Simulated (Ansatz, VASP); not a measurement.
**One calculation of GaN, two programs**

```xyz
2
Lattice="0.0000 2.2075 2.2075 2.2075 0.0000 2.2075 2.2075 2.2075 0.0000" Properties=species:S:1:pos:R:3 pbc="T T T"
Ga    0.0000    0.0000    0.0000
N     1.1037    1.1037    1.1037
```

Alike in both runs: task single point; functional revPBE; k mesh 10 × 10 × 10; occupations fermi-dirac, width 0.05 eV; no spin polarisation.

|  | VASP | Ansatz |
| --- | --- | --- |
| version | VASP 6.6.1 | Ansatz 0.2.0 |
| potentials or method | VASP PAW PBE potentials, release 64 (Ga_d, N) | Ansatz PAW |
| plane-wave cutoff (eV) | 520 | 420 |
| valence electrons in the cell | 18 | 18 |

|  | VASP | Ansatz | Ansatz less VASP |
| --- | --- | --- | --- |
| gap on the k mesh at the Fermi level (eV) | 2.16 | 2.13 | -0.028 |
| least direct gap on the mesh (eV) | 2.16 | 2.13 | -0.028 |
| pressure (GPa) | 21.7 | 22.0 | +0.35 |

VASP's potentials were made for PBE, not for revPBE. With one functional, cell and mesh, what is left measures potentials, basis and numerics.
